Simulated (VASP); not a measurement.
Write the native input for VASP 6.6.1 that does the following.

```yaml
Task: relaxation of shape and atoms at fixed volume
Functional: PBE
Potentials_or_basis: VASP PAW PBE potentials, release 64 (Sb)
Cutoff: 600 eV
k_mesh: 11 × 11 × 11
Occupations: fermi-dirac, width 0.1 eV
Spin: no spin polarisation
Dipole_correction: no
Further_INCAR_settings: ALGO = Normal; EDIFF = 1e-06; IBRION = 2; EDIFFG = -0.005; NSW = 50; ISIF = 4
```

The structure of Sb lies in POSCAR:

```
Sb
1.0
    1.8448640278     -1.0651327430      3.2398432274
    0.0000000000      2.1302654861      3.2398432274
   -1.8448640278     -1.0651327430      3.2398432274
Sb
2
Direct
    0.2328618870      0.2328618870      0.2328618870
   -0.2328618870     -0.2328618870     -0.2328618870
```

These files were run (other wordings do the same):

INCAR

```
PREC = Accurate
ENCUT = 600
EDIFF = 1E-6
ISMEAR = -1
SIGMA = 0.1
LREAL = False
LASPH = True
NELM = 100
ALGO = Normal
ISIF = 4
LWAVE = False
LCHARG = False
GGA = PE
IBRION = 2
NSW = 50
EDIFFG = -0.005
```

KPOINTS

```
regular mesh
0
Gamma
  11 11 11
```

Potentials or basis: VASP PAW PBE potentials, release 64 (Sb).

Launch:

```console
$ cat potpaw_PBE.64/Sb/POTCAR > POTCAR
$ mpirun -np 1 vasp_std > vasp.out
```

It gave:

```json
{
 "Energy gained by relaxing": "825.3 meV/atom",
 "Ionic steps": "25",
 "Pressure after relaxing": "49.5 GPa",
 "Band gap on the k mesh": "zero (bands 5 and 6 overlap by 9.22 eV)"
}
```

Caveat: a cell axis changed by over 15 % at a fixed basis, so the end point is rough; spin-orbit coupling is left out, which moves the levels of the heavy elements.

Wall time 4 min on 1 thread of Intel(R) Xeon(R) 6975P-C (Granite Rapids), with other jobs on the host, peak memory 0.22 GiB.
